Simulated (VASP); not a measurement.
WSe2, 3 atoms in the cell. The cell holds a slab with vacuum, 3 atoms: a = 3.296 Å, b = 3.296 Å, c = 16.796 Å, α = 90.00°, β = 90.00°, γ = 120.00°.  This cell differs from its parent crystal: strained.

```yaml
Program: VASP 6.6.1
Task: single point
Functional: PBE
Potentials_or_basis: VASP PAW PBE potentials, release 64 (W_sv, Se)
Cutoff: 500 eV
k_mesh: 9 × 9 × 2
Occupations: gaussian, width 0.02 eV
Spin: no spin polarisation
Dipole_correction: no
Further_INCAR_settings: ALGO = Normal; EDIFF = 1e-06; NBANDS = 20
```

Potentials or basis: VASP PAW PBE potentials, release 64 (W_sv, Se).

Launch:

```bash
$ cat potpaw_PBE.64/W_sv/POTCAR potpaw_PBE.64/Se/POTCAR > POTCAR
$ mpirun -np 1 vasp_std > vasp.out
```

Hardware: 1 thread of Oxide Virtual Turin-like Processor, on a shared host.

Task: How long does it take, and how much memory?

Result: It took 110 s on 1 thread of Oxide Virtual Turin-like Processor (shared host), peak memory 0.23 GiB. Counts: scf iterations 20, k points 24.
